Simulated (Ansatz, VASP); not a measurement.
# One calculation of GaN, two programs

Contents of INCAR:

```
PREC = Accurate
ENCUT = 520
EDIFF = 1E-6
ISMEAR = 0
SIGMA = 0.05
LREAL = F
LASPH = T
NELM = 80
ALGO = Normal
ISIF = 2
LWAVE = F
LCHARG = F
GGA = PE
NBANDS = 16
```

KPOINTS

```
Automatic mesh
0
Gamma
  10 10 10
```

The input POSCAR:

```
GaN
1.0
    0.0000000000      2.1408255771      2.1408255771
    2.1408255771      0.0000000000      2.1408255771
    2.1408255771      2.1408255771      0.0000000000
Ga N
1 1
Direct
    0.0000000000      0.0000000000      0.0000000000
    0.7500000000      0.7500000000      0.7500000000
```

Input for Ansatz:

```yaml
crystal:
  lattice:
    - [0.0, 2.1408255771, 2.1408255771]
    - [2.1408255771, 0.0, 2.1408255771]
    - [2.1408255771, 2.1408255771, 0.0]
  atoms:
    - { symbol: Ga, position: [0.0, 0.0, 0.0] }
    - { symbol: "N", position: [0.75, 0.75, 0.75] }
basis:
  ecutwfc: 420
kpoints:
  mp_grid: { grid: [10, 10, 10] }
hamiltonian:
  xc: pbe
scf:
  occupations: { method: gaussian, width: 0.05 }
output:
  forces: true
  stress: true
  eigenvalues: true
```

Change from the starting cell: strain -0.050 along x and y, -0.050 along z, atoms carried along.

Alike in both runs: task single point; functional PBE; k mesh 10 × 10 × 10; occupations gaussian, width 0.05 eV; no spin polarisation.

|  | VASP | Ansatz |
| --- | --- | --- |
| version | VASP 6.6.1 | Ansatz 0.2.0 |
| potentials or method | VASP PAW PBE potentials, release 64 (Ga_d, N), cutoff 520 eV | scalar-relativistic, plane waves, PAW |
| valence electrons in the cell | 18 | 18 |

```csv
,VASP,Ansatz,Ansatz less VASP
gap on the k mesh at the Fermi level (eV),2.71,2.70,-0.020
least direct gap on the mesh (eV),2.71,2.70,-0.020
pressure (GPa),46.1,46.4,+0.27
```

Both programs put the cell under a high pressure, so it lies far from rest at this level.
